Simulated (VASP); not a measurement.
Write the native input for VASP 6.6.1 that does the following.

| Property | Result |
| --- | --- |
| Task | single point |
| Functional | PBEsol |
| Potentials or basis | VASP PAW PBE potentials, release 64 (Cs_sv) |
| Cutoff | 520 eV |
| k mesh | 6 × 6 × 6 |
| Occupations | fermi-dirac, width 0.05 eV |
| Spin | no spin polarisation |
| Dipole correction | no |
| Further INCAR settings | ALGO = Normal; EDIFF = 1e-06; NBANDS = 10 |

The structure of Cs lies in POSCAR:

```
Cs
1.0
    0.0000000000      4.0002934844      4.0002934844
    4.0002934844      0.0000000000      4.0002934844
    4.0002934844      4.0002934844      0.0000000000
Cs
1
Direct
    0.0000000000      0.0000000000      0.0000000000
```

The input as run:

INCAR

```
PREC     = Accurate       # precision mode
ENCUT    = 520            # plane-wave cutoff, eV
EDIFF    = 1E-6           # SCF threshold, eV
ISMEAR   = -1             # smearing method
SIGMA    = 0.05           # smearing width, eV
LREAL    = F              # projectors in reciprocal space
LASPH    = T              # aspherical terms in the spheres
NELM     = 60             # most SCF steps
ALGO     = Normal         # electronic algorithm
ISIF     = 2              # what is computed and relaxed
LWAVE    = F              # write WAVECAR
LCHARG   = T              # write CHGCAR
GGA      = PS             # functional
LELF     = T              # ELF
LVHAR    = T            
NBANDS   = 10             # bands
```

KPOINTS

```
regular mesh
0
Gamma
  6 6 6
```

Potentials or basis: VASP PAW PBE potentials, release 64 (Cs_sv).

Command:

```sh
$ cat potpaw_PBE.64/Cs_sv/POTCAR > POTCAR
$ mpirun -np 1 vasp_std > vasp.out
```

It gave:

```yaml
Pressure: -0.2 GPa
```

Caveat: the PAW data sets were made with another functional, which shifts forces and pressure a little.

Run time: 8 s on 1 thread of Intel(R) Xeon(R) 6975P-C (Granite Rapids), on a shared host, peak memory 0.24 GiB.
